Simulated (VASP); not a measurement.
InH:

```
In H
1.0
     3.68277    0.00000    0.00000
     0.00000    3.68277    0.00000
     0.00000    0.00000    4.65350
In H
2 2
Direct
  0.00000 0.50000 0.23510
  0.50000 0.00000 0.76490
  0.00000 0.00000 0.00000
  0.50000 0.50000 0.00000
```

```yaml
Program: VASP 6.6.1
Task: relaxation of cell and atoms
Functional: PBE
Potentials_or_basis: VASP PAW PBE potentials, release 64 (In_d, H)
Cutoff: 600 eV
k_mesh: 6 × 6 × 4
Occupations: gaussian, width 0.1 eV
Spin: no spin polarisation
```

At the start: pressure 6.2 GPa; volume 15.78 Å³/atom.

Task: Where does the relaxation end?

Result: Over 8 steps the energy falls by 73.3 meV/atom and the volume is 16.65 Å³/atom (+5.5 %); space group P4/nmm (No. 129, to 0.1 Å) before and after.

Step by step:
| step | energy change (eV) | largest force (eV/Å) | pressure (GPa) | volume (Å³) |
| --- | --- | --- | --- | --- |
| 1 | 0.0000 | 1.3856 | 6.18 | 63.11 |
| 2 | -0.2432 | 0.5024 | 0.72 | 68.84 |
| 3 | -0.2620 | 0.2307 | -0.75 | 71.19 |
| 4 | -0.2711 | 0.1936 | -0.63 | 70.40 |
| 5 | -0.2897 | 0.1034 | -0.23 | 68.04 |
| 6 | -0.2672 | 0.2132 | 1.64 | 63.50 |
| 7 | -0.2930 | 0.0568 | 0.10 | 66.97 |
| 8 | -0.2932 | 0.0354 | 0.23 | 66.61 |

Final structure:
```cif
data_structure
_symmetry_space_group_name_H-M 'P 1'
_symmetry_Int_Tables_number 1
_cell_length_a 3.7712
_cell_length_b 3.7712
_cell_length_c 4.6839
_cell_angle_alpha 90.000
_cell_angle_beta 90.000
_cell_angle_gamma 90.000
_cell_volume 66.61
loop_
_atom_site_label
_atom_site_type_symbol
_atom_site_fract_x
_atom_site_fract_y
_atom_site_fract_z
_atom_site_occupancy
In1 In 0.00000 0.50000 0.27107 1
In2 In 0.50000 0.00000 0.72893 1
H1 H 0.00000 0.00000 0.00000 1
H2 H 0.50000 0.50000 0.00000 1
```
